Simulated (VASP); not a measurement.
# CuRu (Pm-3m) in VASP: notebook, part 2 of 2

VASP 6.6.1. Earlier steps stand in the parts before.

**4. Relaxation of cell and atoms, r2SCAN**

This run uses another cell than the first one, of 13.22 Å³/atom, 1.050 times its volume.

File POSCAR:

```
CuRu
1.0
    2.9790144876      0.0000000000      0.0000000000
    0.0000000000      2.9790144876      0.0000000000
    0.0000000000      0.0000000000      2.9790144876
Cu Ru
1 1
Direct
    0.0000000000      0.0000000000      0.0000000000
    0.5000000000      0.5000000000      0.5000000000
```

File INCAR.step1:

```
SYSTEM = CuRu
PREC = Accurate
ENCUT = 600
ISMEAR = 0
SIGMA = 0.1
LREAL = .FALSE.
LASPH = .TRUE.
NELM = 80
GGA = PE
ALGO = Normal
EDIFF = 1E-4
LWAVE = .TRUE.
LCHARG = .FALSE.
```

File INCAR.step2:

```
SYSTEM = CuRu
PREC = Accurate
ENCUT = 600
EDIFF = 1E-7
ISMEAR = 0
SIGMA = 0.1
LREAL = .FALSE.
LASPH = .TRUE.
NELM = 80
ALGO = Normal
ISIF = 3
LWAVE = .FALSE.
LCHARG = .FALSE.
METAGGA = R2SCAN
LMIXTAU = .TRUE.
IBRION = 2
NSW = 90
EDIFFG = -0.04
ISTART = 1
```

File KPOINTS:

```
regular mesh
0
G
  6 6 6
  0 0 0
```

Potentials or basis: VASP PAW PBE potentials, release 64 (Cu, Ru_pv).

Run with:

```sh
$ cat potpaw_PBE.64/Cu/POTCAR potpaw_PBE.64/Ru_pv/POTCAR > POTCAR
$ cp INCAR.step1 INCAR
$ mpirun -np 1 vasp_std > vasp.out
$ cp INCAR.step2 INCAR
$ mpirun -np 1 vasp_std > vasp.out
```

OUTCAR:

```text
SYSTEM = CuRu
   PREC = Accurate
   ENCUT = 600
   EDIFF = 1E-7
   ISMEAR = 0
   LREAL = .FALSE.
   LASPH = .TRUE.
   NELM = 80
   ISIF = 3
   METAGGA = R2SCAN
   IBRION = 2
   NSW = 90
   EDIFFG = -0.04
   ISTART = 1

 ion  position               nearest neighbor table
   1  0.000  0.000  0.000-   2 2.58   2 2.58   2 2.58   2 2.58   2 2.58   2 2.58   2 2.58   2 2.58

   2  0.500  0.500  0.500-   1 2.58   1 2.58   1 2.58   1 2.58   1 2.58   1 2.58   1 2.58   1 2.58

  LATTYP: Found a simple cubic cell.
 ALAT       =     2.9790144876

  Lattice vectors:

 A1 = (   2.9790144876,   0.0000000000,   0.0000000000)
 A2 = (   0.0000000000,   2.9790144876,   0.0000000000)
 A3 = (   0.0000000000,   0.0000000000,   2.9790144876)

Analysis of symmetry for initial positions (statically):
=====================================================================
 Subroutine PRICEL returns:
 Original cell was already a primitive cell.

 Routine SETGRP: Setting up the symmetry group for a
 simple cubic supercell.

 Subroutine GETGRP returns: Found 48 space group operations
 (whereof 48 operations were pure point group operations)
 out of a pool of 48 trial point group operations.

The static configuration has the point symmetry O_h .

Analysis of symmetry for dynamics (positions and initial velocities):
=====================================================================
 Subroutine PRICEL returns:
 Original cell was already a primitive cell.

 Routine SETGRP: Setting up the symmetry group for a
 simple cubic supercell.

 Subroutine GETGRP returns: Found 48 space group operations
 (whereof 48 operations were pure point group operations)
 out of a pool of 48 trial point group operations.

The dynamic configuration has the point symmetry O_h .

 Subroutine INISYM returns: Found 48 space group operations
 (whereof 48 operations are pure point group operations),
 and found     1 'primitive' translations

----------------------------------------------------------------------------------------

                                     Primitive cell

  volume of cell :      26.4373

  direct lattice vectors                    reciprocal lattice vectors
     2.979014488  0.000000000  0.000000000     0.335681483  0.000000000  0.000000000
     0.000000000  2.979014488  0.000000000     0.000000000  0.335681483  0.000000000
     0.000000000  0.000000000  2.979014488     0.000000000  0.000000000  0.335681483

  length of vectors
     2.979014488  2.979014488  2.979014488     0.335681483  0.335681483  0.335681483

  position of ions in fractional coordinates (direct lattice)
     0.000000000  0.000000000  0.000000000
     0.500000000  0.500000000  0.500000000

  ion indices of the primitive-cell ions
   primitive index   ion index
                 1           1
                 2           2

----------------------------------------------------------------------------------------

 KPOINTS: regular mesh

Automatic generation of k-mesh.
 Grid dimensions read from file:
 generate k-points for:    6    6    6

 Generating k-lattice:

  Cartesian coordinates                     Fractional coordinates (reciprocal lattice)
     0.055946914  0.000000000  0.000000000     0.166666667  0.000000000  0.000000000
     0.000000000  0.055946914  0.000000000     0.000000000  0.166666667  0.000000000
     0.000000000  0.000000000  0.055946914     0.000000000  0.000000000  0.166666667

  Length of vectors
     0.055946914  0.055946914  0.055946914

  Shift w.r.t. Gamma in fractional coordinates (k-lattice)
     0.000000000  0.000000000  0.000000000

 Subroutine IBZKPT returns following result:
 ===========================================

 Found     20 irreducible k-points:

 Following reciprocal coordinates:
            Coordinates               Weight
  0.000000  0.000000  0.000000      1.000000
  0.166667  0.000000  0.000000      6.000000
  0.333333  0.000000  0.000000      6.000000
  0.500000  0.000000  0.000000      3.000000
  0.166667  0.166667  0.000000     12.000000
  0.333333  0.166667  0.000000     24.000000
[... 12 lines left out ...]
  0.500000  0.500000  0.333333      6.000000
  0.500000  0.500000  0.500000      1.000000
   k-points           NKPTS =     20   k-points in BZ     NKDIM =     20   number of bands    NBANDS=     16
   number of dos      NEDOS =    301   number of ions     NIONS =      2
   total plane-waves  NPLWV =  13824
   dimension x,y,z NGX =    24 NGY =   24 NGZ =   24
   dimension x,y,z NGXF=    48 NGYF=   48 NGZF=   48
   ions per type =               1   1
   NGX,Y,Z   is equivalent  to a cutoff of  13.39, 13.39, 13.39 a.u.
   NGXF,Y,Z  is equivalent  to a cutoff of  26.79, 26.79, 26.79 a.u.
 SYSTEM =  CuRu
   PREC   = accura    normal or accurate (medium, high low for compatibility)
   ISTART =      1    job   : 0-new  1-cont  2-samecut
   ICHARG =      0    charge: 1-file 2-atom 10-const
   ISPIN  =      1    spin polarized calculation?
   LNONCOLLINEAR =      F non collinear calculations
   LSORBIT =      F    spin-orbit coupling
   LASPH  =      T    aspherical Exc in radial PAW
   ENCUT  =  600.0 eV  44.10 Ry    6.64 a.u.   5.95  5.95  5.95*2*pi/ulx,y,z
   NELM   =     80;   NELMIN=  2; NELMDL=  0     # of ELM steps
   EDIFF  = 0.1E-06   stopping-criterion for ELM
   LREAL  =      F    real-space projection
   EDIFFG = -.4E-01   stopping-criterion for IOM
   NSW    =     90    number of steps for IOM
   IBRION =      2    ionic relax: 0-MD 1-quasi-New 2-CG
   NFREE  =      1    steps in history (QN), initial steepest desc. (CG)
   ISIF   =      3    stress and relaxation
   ISYM   =      2    0-nonsym 1-usesym 2-fastsym
   POTIM  = 0.5000    time-step for ionic-motion
   TEBEG  =    0.0;   TEEND  =   0.0 temperature during run
   PSTRESS=    0.0 pullay stress
   NELECT =      25.0000    total number of electrons
   NUPDOWN=      -1.0000    fix difference up-down
   EMIN   =  10.00;   EMAX   =-10.00  energy-range for DOS
   EFERMI =   0.00;   METHOD = LEGACY
   ISMEAR =     0;   SIGMA  =   0.10  broadening in eV -4-tet -1-fermi 0-gaus
   EFERMI_NEDOS =   21; number of points for ismear=-14 and -15
   IALGO  =     38    algorithm
   IMIX   =      4    mixing-type and parameters
     AMIX     =   0.40;   BMIX     =  1.00
     AMIX_MAG =   1.60;   BMIX_MAG =  1.00
  volume/ion in A,a.u.               =      13.22        89.20
  Fermi-wavevector in a.u.,A,eV,Ry     =   1.606875  3.036554 35.130906  2.582049
  Thomas-Fermi vector in A             =   2.702994
   LORBIT       =      0    0 simple, 1 ext, 2 COOP (PROOUT), +10 PAW based schemes
   METAGGA = R2SCAN    functional components
   LHFCALC =     F    Hartree Fock is set to
   AEXX    =    0.0000 exact exchange contribution
   IVDW    =     0    specifies the selected vdW correction
   LEPSILON=     F    determine dielectric tensor
   LRPA    =     F    only Hartree local field effects (RPA)
 conjugate gradient relaxation of ions
 non-spin polarized calculation
 Gauss-broadening in eV      SIGMA  =   0.10
  energy-cutoff  :      600.00
  volume of cell :       26.44
 maximum number of plane-waves:       912
 NGX is ok and might be reduce to    24
   NGX = 11   NGY = 11   NGZ = 11

--------------------------------------- Ionic step        1  -------------------------------------------

 number of electron      25.0000018 magnetization

 Free energy of the ion-electron system (eV)
  ---------------------------------------------------
  ext. energy  EPLUGINS =         0.00000000
  ---------------------------------------------------
  free energy    TOTEN  =       -35.27294268 eV

  energy without entropy =      -35.24954935  energy(sigma->0) =      -35.26124602

 E-fermi :   9.4700     XC(G=0): -14.3814

 val. band max:        9.4482814904   @ k =   0.5000   0.3333   0.3333
 cond. band min:       9.5002158757   @ k =   0.3333   0.1667   0.1667
 fundamental gap:      0.0519343853
 Fermi energy:         9.4699996035

 k-point     1 :       0.0000    0.0000    0.0000
  band No.  band energies     occupation
      1     -34.2814      2.00000
      2     -34.2814      2.00000
      3     -34.2814      2.00000
      4       0.8296      2.00000
      5       4.1601      2.00000
      6       4.1601      2.00000
[... 8 lines left out ...]
     15      18.4508      0.00000
     16      18.4508      0.00000
[... 428 lines left out ...]
  energy  without entropy=      -35.1827080038  energy(sigma->0) =      -35.19315909

--------------------------------------- Ionic step        3  -------------------------------------------

 number of electron      25.0000003 magnetization

 Free energy of the ion-electron system (eV)
  ---------------------------------------------------
  ext. energy  EPLUGINS =         0.00000000
  ---------------------------------------------------
  free energy    TOTEN  =       -35.31045715 eV

  energy without entropy =      -35.28796119  energy(sigma->0) =      -35.29920917

 E-fermi :  10.1640     XC(G=0): -14.6927

 val. band max:       10.1346735004   @ k =   0.5000   0.3333   0.3333
 cond. band min:      10.1985299721   @ k =   0.3333   0.1667   0.1667
 fundamental gap:      0.0638564717
 Fermi energy:        10.1639857507

 k-point     1 :       0.0000    0.0000    0.0000
  band No.  band energies     occupation
      1     -33.6396      2.00000
      2     -33.6396      2.00000
      3     -33.6396      2.00000
      4       1.1911      2.00000
      5       4.5005      2.00000
      6       4.5005      2.00000
[... 8 lines left out ...]
     15      19.2416      0.00000
     16      19.3492      0.00000
[... 388 lines left out ...]
  FREE ENERGIE OF THE ION-ELECTRON SYSTEM (eV)
  ---------------------------------------------------
  free  energy   TOTEN  =       -35.3104571523 eV

  energy  without entropy=      -35.2879611945  energy(sigma->0) =      -35.29920917

 reached required accuracy - stopping structural energy minimisation
```

Run time: 2.3 min. Hardware: 1 thread of AMD EPYC 7R43 (Zen 3), shared host; peak memory 0.12 GiB.

Results:

```
Free energy                            : -35.3105 eV
Relaxed volume                         : 12.64 Å³/atom
Relaxed cell                           : a = 2.935 Å, b = 2.935 Å, c = 2.935 Å, α = 90.00°, β = 90.00°, γ = 90.00°
Space group after relaxing (to 0.05 Å) : Pm-3m (No. 221)
Energy gained by relaxing              : 18.8 meV/atom
Ionic steps                            : 3
Pressure after relaxing                : -0.2 GPa
```

Step by step:
```
step  energy change (eV)  largest force (eV/Å)  pressure (GPa)  volume (Å³)
   1              0.0000                0.0000           -9.74        26.44
   2              0.0693                0.0000           20.73        23.48
   3             -0.0375                0.0000           -0.23        25.28
```

Final structure:
```cif
data_structure
_symmetry_space_group_name_H-M 'P 1'
_symmetry_Int_Tables_number 1
_cell_length_a 2.9349
_cell_length_b 2.9349
_cell_length_c 2.9349
_cell_angle_alpha 90.000
_cell_angle_beta 90.000
_cell_angle_gamma 90.000
_cell_volume 25.28
loop_
_atom_site_label
_atom_site_type_symbol
_atom_site_fract_x
_atom_site_fract_y
_atom_site_fract_z
_atom_site_occupancy
Cu1 Cu 0.00000 0.00000 0.00000 1
Ru1 Ru 0.50000 0.50000 0.50000 1
```

Levels at points of the mesh, in eV from the Fermi level:
```
           k point  band 8  band 9  band 10  band 11  band 12  band 13  band 14  band 15  band 16
(0.00, 0.00, 0.00)   -3.42   -3.42    -1.60    -1.60     0.64     0.64     0.64     9.08     9.19
(0.50, 0.00, 0.00)   -3.29   -3.29    -2.94    -1.73    -1.73    -1.66     0.09     2.63     9.08
(0.50, 0.50, 0.00)   -2.63   -2.32    -1.12     0.37     0.37     0.46     0.46     1.25     8.52
(0.50, 0.50, 0.50)   -3.89   -3.89    -2.60    -2.60     1.34     1.34     6.12     8.32     8.32
```

Caveat: the PAW data sets were made with another functional, which shifts forces and pressure a little.

**5. Single point, r2SCAN**

This run uses another cell than the first one, of 12.53 Å³/atom, 0.995 times its volume.

File POSCAR:

```
CuRu
1.0
    2.9264655828      0.0000000000      0.0000000000
    0.0000000000      2.9264655828      0.0000000000
    0.0000000000      0.0000000000      2.9264655828
Cu Ru
1 1
Direct
    0.0000000000      0.0000000000      0.0000000000
    0.5000000000      0.5000000000      0.5000000000
```

File INCAR.step1:

```
SYSTEM = CuRu
ALGO = Normal
EDIFF = 1E-4
ENCUT = 520
GGA = PE
ISMEAR = 0
LASPH = .True.
LCHARG = .False.
LREAL = .False.
LWAVE = .True.
NBANDS = 20
NELM = 60
PREC = Accurate
SIGMA = 0.1
```

File INCAR.step2:

```
SYSTEM = CuRu
ALGO = Normal
EDIFF = 1E-7
ENCUT = 520
ISIF = 2
ISMEAR = 0
ISTART = 1
LASPH = .True.
LCHARG = .False.
LMIXTAU = .True.
LREAL = .False.
LWAVE = .False.
METAGGA = R2SCAN
NBANDS = 20
NELM = 60
PREC = Accurate
SIGMA = 0.1
```

File KPOINTS:

```
k-points
0
Gamma
  18 18 18
  0 0 0
```

Potentials or basis: VASP PAW PBE potentials, release 64 (Cu, Ru_pv).

Run with:

```sh
$ cat potpaw_PBE.64/Cu/POTCAR potpaw_PBE.64/Ru_pv/POTCAR > POTCAR
$ cp INCAR.step1 INCAR
$ mpirun -np 1 vasp_std > vasp.out
$ cp INCAR.step2 INCAR
$ mpirun -np 1 vasp_std > vasp.out
```

OUTCAR:

```text
SYSTEM = CuRu
   EDIFF = 1E-7
   ENCUT = 520
   ISIF = 2
   ISMEAR = 0
   ISTART = 1
   LASPH = .True.
   LREAL = .False.
   METAGGA = R2SCAN
   NELM = 60
   PREC = Accurate

 ion  position               nearest neighbor table
   1  0.000  0.000  0.000-   2 2.53   2 2.53   2 2.53   2 2.53   2 2.53   2 2.53   2 2.53   2 2.53

   2  0.500  0.500  0.500-   1 2.53   1 2.53   1 2.53   1 2.53   1 2.53   1 2.53   1 2.53   1 2.53

  LATTYP: Found a simple cubic cell.
 ALAT       =     2.9264655828

  Lattice vectors:

 A1 = (   2.9264655828,   0.0000000000,   0.0000000000)
[... 190 lines left out ...]
      4       1.2539      2.00000
      5       4.5435      2.00000
      6       4.5435      2.00000
[... 541 lines left out ...]
     19      25.3749      0.00000
     20      28.6789      0.00000

 [... further k-points ...]
[... 5 lines left out ...]
  --------------------------------------------------------------------------------------
  -------------------------------------------------------------------------------------
  Total        0.1471128      0.1471128      0.1471128      0.0000000      0.0000000      0.0000000
  in kB        9.4043949      9.4043949      9.4043949      0.0000000      0.0000000      0.0000000
  external PRESSURE =       9.4043949 kB  Pullay stress =       0.0000000 kB

 VOLUME and BASIS-vectors are now :
 -----------------------------------------------------------------------------
  energy-cutoff  :      520.00
  volume of cell :       25.06
      direct lattice vectors                 reciprocal lattice vectors
     2.926465583  0.000000000  0.000000000     0.341709127  0.000000000  0.000000000
     0.000000000  2.926465583  0.000000000     0.000000000  0.341709127  0.000000000
     0.000000000  0.000000000  2.926465583     0.000000000  0.000000000  0.341709127

 POSITION                                       TOTAL-FORCE (eV/Angst)
 -----------------------------------------------------------------------------------
      0.00000      0.00000      0.00000         0.000000      0.000000      0.000000
      1.46323      1.46323      1.46323         0.000000      0.000000      0.000000
 -----------------------------------------------------------------------------------
    total drift:                                0.000000      0.000000     -0.000000

  FREE ENERGIE OF THE ION-ELECTRON SYSTEM (eV)
  ---------------------------------------------------
  free  energy   TOTEN  =       -35.3508894354 eV

  energy  without entropy=      -35.3408740043  energy(sigma->0) =      -35.34588172
```

It took 7.8 min on 1 thread of AMD EPYC 7R43 (Zen 3), shared host; peak memory 0.2 GiB.

Results:

```
Free energy : -35.3509 eV
Pressure    : 0.9 GPa
```

Levels at points of the mesh, in eV from the Fermi level:
```csv
k point,band 8,band 9,band 10,band 11,band 12,band 13,band 14,band 15,band 16,band 17
"(0.00, 0.00, 0.00)",-3.45,-3.45,-1.64,-1.64,0.61,0.61,0.61,8.93,9.24,9.24
"(0.50, 0.00, 0.00)",-3.32,-3.32,-2.96,-1.80,-1.80,-1.67,0.04,2.62,8.93,14.10
"(0.50, 0.50, 0.00)",-2.64,-2.34,-1.16,0.34,0.34,0.45,0.45,1.21,8.58,8.62
"(0.50, 0.50, 0.50)",-3.92,-3.92,-2.62,-2.62,1.30,1.30,6.18,8.37,8.37,8.37
```

Caveat: the PAW data sets were made with another functional, which shifts forces and pressure a little.

**6. The runs side by side**

```tsv
task	cell	k mesh	cutoff (eV)	gap on the mesh (eV)	pressure (GPa)
single point	a = 2.931 Å, 2 atoms	6 × 6 × 6	520	none	0.7
single point	a = 2.979 Å, 2 atoms	6 × 6 × 6	520	none	-9.8
relaxation of cell and atoms	relaxed from a = 2.979 Å, 2 atoms	6 × 6 × 6	600	none	-0.2
single point	a = 2.926 Å, 2 atoms	18 × 18 × 18	520	none	0.9
```

Alike in all rows: level r2SCAN; potentials or basis VASP PAW PBE potentials, release 64 (Cu, Ru_pv); no spin polarisation; smearing gaussian 0.1 eV.

Caveats: the PAW data sets were made with another functional, which shifts forces and pressure a little.

Total energies depend on the potentials used, so only differences within one code and one set of settings carry meaning.
